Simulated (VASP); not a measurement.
Set up this calculation in VASP 6.6.1, as the native input.

| Item | Value |
| --- | --- |
| Task | single point |
| Functional | PBE |
| Potentials or basis | VASP PAW PBE potentials, release 64 (Pt, Se) |
| Cutoff | 520 eV |
| k mesh | 12 × 12 × 10 |
| Occupations | gaussian, width 0.15 eV |
| Spin | no spin polarisation |
| Dipole correction | no |
| Further INCAR settings | ALGO = Normal; EDIFF = 1e-06; NBANDS = 18 |

The structure of PtSe2 lies in POSCAR:

```
PtSe2
1.0
    3.4260805562      0.0000000000      0.0000000000
   -1.7130402781      2.9670727971      0.0000000000
    0.0000000000      0.0000000000      4.8595200000
Pt Se
1 2
Direct
    0.0000000000      0.0000000000      0.0000000000
    0.3333333333      0.6666666667      0.2500000000
    0.6666666667      0.3333333333      0.7500000000
```

This cell differs from its parent crystal: strain -0.080 along x and y, -0.040 along z.

One way to write it, as run:

INCAR

```
SYSTEM = PtSe2
ALGO = Normal
EDIFF = 1E-6
ENCUT = 520
GGA = PE
ISIF = 2
ISMEAR = 0
LASPH = .True.
LCHARG = .True.
LELF = .True.
LREAL = .False.
LVHAR = .True.
LWAVE = .False.
NBANDS = 18
NELM = 80
PREC = Accurate
SIGMA = 0.15
```

KPOINTS

```
k-points
0
Gamma
  12 12 10
  0 0 0
```

Potentials or basis: VASP PAW PBE potentials, release 64 (Pt, Se).

Launch:

```console
$ cat potpaw_PBE.64/Pt/POTCAR potpaw_PBE.64/Se/POTCAR > POTCAR
$ mpirun -np 1 vasp_std > vasp.out
```

Results of the run:

```
Pressure               : 59.3 GPa
Largest force          : 4.415 eV/Å
Band gap on the k mesh : zero (band 11 reaches 9.95 eV, above the bottom of band 12 at 9.77 eV)
```

Caveat: the cell differs from its parent crystal (strain -0.080 along x and y, -0.040 along z); spin-orbit coupling is left out, which moves the levels of the heavy elements; forces of over 1 eV/Å act on the atoms, so gaps and moduli don't describe the material at rest.

Run time: 80 s on 1 thread of AMD EPYC 9R45 (Zen 5), on a shared host, peak memory 0.25 GiB.
